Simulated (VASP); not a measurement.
A run of VASP 6.6.1 is set up as follows.

Contents of INCAR:

```
PREC = Accurate
ENCUT = 520
EDIFF = 1E-7
ISMEAR = 0
SIGMA = 0.02
LREAL = False
LASPH = True
NELM = 60
ALGO = Normal
ISIF = 2
LWAVE = False
LCHARG = False
LDIPOL = True
IDIPOL = 3
DIPOL = 0.5 0.5 0.500
GGA = PE
IVDW = 12
NBANDS = 18
```

KPOINTS

```
regular mesh
0
Gamma
  9 9 1
```

The input POSCAR:

```
PtS2
1.0
    3.5890000000      0.0000000000      0.0000000000
   -1.7945000000      3.1081651742      0.0000000000
    0.0000000000      0.0000000000     30.8254864268
S Pt
2 1
Direct
    0.6666666667      0.3333333333      0.4618173098
    0.3333333333      0.6666666667      0.5381826902
    0.0000000000      0.0000000000      0.5000000000
```

Potentials or basis: VASP PAW PBE potentials, release 64 (S, Pt).

The run is started by

```bash
$ cat potpaw_PBE.64/S/POTCAR potpaw_PBE.64/Pt/POTCAR > POTCAR
$ mpirun -np 1 vasp_std > vasp.out
```

Task: What does it give for the largest force?

Result: 0.449 eV/Å.

Task: Predict the band gap on the k mesh.

Result: 1.81 eV (least direct gap 1.85 eV).

Task: Estimate the dispersion energy per atom.

Result: -0.271 eV.

Forces on the atoms (eV/Å):
```
S    0.000  0.000 -0.449
S    0.000  0.000  0.449
Pt   0.000  0.000  0.000
```

Caveat: spin-orbit coupling is left out, which moves the levels of the heavy elements.
